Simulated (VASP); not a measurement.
**LiH: relaxation of cell and atoms with PBEsol**

Crystal: LiH.

```
Li H
1.0
     0.00000    1.99039    1.99039
     1.99039    0.00000    1.99039
     1.99039    1.99039    0.00000
Li H
1 1
Direct
  0.00000 0.00000 0.00000
  0.50000 0.50000 0.50000
```

```
Program                : VASP 6.6.1
Task                   : relaxation of cell and atoms
Functional             : PBEsol
Potentials or basis    : VASP PAW PBE potentials, release 64 (Li_sv, H)
Cutoff                 : 600 eV
k mesh                 : 10 × 10 × 10
Occupations            : gaussian, width 0.01 eV
Spin                   : no spin polarisation
Dipole correction      : no
Further INCAR settings : ALGO = Normal; EDIFF = 1e-07; IBRION = 2; EDIFFG = -0.001; NSW = 80; ISIF = 3
```

```json
{
 "Relaxed volume": "7.85 Å³/atom",
 "Relaxed cell": "a = 2.810 Å, b = 2.810 Å, c = 2.810 Å, α = 60.00°, β = 60.00°, γ = 60.00°",
 "Space group after relaxing (to 0.05 Å)": "Fm-3m (No. 225)",
 "Energy gained by relaxing": "0.0 meV/atom",
 "Ionic steps": "3",
 "Pressure after relaxing": "0.0 GPa",
 "Band gap on the k mesh": "2.72 eV, direct"
}
```

Final structure:
```yaml
crystal:
  lattice:
    - [0.00000, 1.98731, 1.98731]
    - [1.98731, 0.00000, 1.98731]
    - [1.98731, 1.98731, 0.00000]
  atoms:
    - { symbol: Li, position: [0.00000, 0.00000, 0.00000] }
    - { symbol: H, position: [0.50000, 0.50000, 0.50000] }
```

Levels at points of the mesh, in eV from the valence-band top:
```tsv
k point	band 1	band 2	band 3	band 4	band 5	band 6
(0.00, 0.00, 0.00)	-43.68	-5.64	16.43	17.98	17.98	17.98
(0.50, 0.00, 0.00)	-43.62	-2.78	4.76	13.79	16.52	16.52
(0.50, 0.50, 0.00)	-43.61	0.00	2.72	10.74	10.74	13.84
```

It took 6.3 s on 1 thread of Intel(R) Xeon(R) Platinum 8375C CPU @ 2.90GHz (Ice Lake), on a shared host, peak memory 0.13 GiB.

Caveat: the cutoff is under 1.25 times the usual one of these potentials, so pressure, stress and relaxed cells hold a basis-set (Pulay) error; the PAW data sets were made with another functional, which shifts forces and pressure a little. A k mesh can miss the band edges.
